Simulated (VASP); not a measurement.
Here is a VASP 6.6.1 calculation.

File POSCAR:

```
InSe
1.0
    3.6306745634      0.0000000000      0.0000000000
    0.0000000000      3.6306745634      0.0000000000
    0.0000000000      0.0000000000      3.6306745634
In Se
1 1
Direct
    0.0000000000      0.0000000000      0.0000000000
    0.5000000000      0.5000000000      0.5000000000
```

File INCAR.step1:

```
SYSTEM = InSe
ALGO = Normal ; EDIFF = 1E-4
ENCUT = 600 ; GGA = PE
ISMEAR = 0 ; LASPH = .True.
LCHARG = .False. ; LREAL = .False.
LWAVE = .True. ; NELM = 80
PREC = Accurate ; SIGMA = 0.1
```

The input INCAR.step2:

```
SYSTEM = InSe
ALGO = Normal ; EDIFF = 1E-6
EDIFFG = -0.04 ; ENCUT = 600
IBRION = 2 ; ISIF = 3
ISMEAR = 0 ; ISTART = 1
LASPH = .True. ; LCHARG = .False.
LMIXTAU = .True. ; LREAL = .False.
LWAVE = .False. ; METAGGA = R2SCAN
NELM = 80 ; NSW = 90
PREC = Accurate ; SIGMA = 0.1
```

File KPOINTS:

```
k-points
0
Gamma
  6 6 6
  0 0 0
```

Potentials or basis: VASP PAW PBE potentials, release 64 (In_d, Se).

Command:

```bash
$ cat potpaw_PBE.64/In_d/POTCAR potpaw_PBE.64/Se/POTCAR > POTCAR
$ cp INCAR.step1 INCAR
$ mpirun -np 1 vasp_std > vasp.out
$ cp INCAR.step2 INCAR
$ mpirun -np 1 vasp_std > vasp.out
```

Task: Predict the band gap on the k mesh.

Result: Zero (an odd number of electrons rules out a gap without spin polarisation).

Task: What does it give for the space group after relaxing (to 0.1 Å)?

Result: Pm-3m (No. 221).

Task: What does it give for the relaxed volume?

Result: 23.31 Å³/atom.

Step by step:
```tsv
step	energy change (eV)	largest force (eV/Å)	pressure (GPa)	volume (Å³)
1	0.0000	0.0000	-1.21	47.86
2	-0.0039	0.0000	0.24	46.62
```

Caveat: the PAW data sets were made with another functional, which shifts forces and pressure a little; spin-orbit coupling is left out, which moves the levels of the heavy elements.
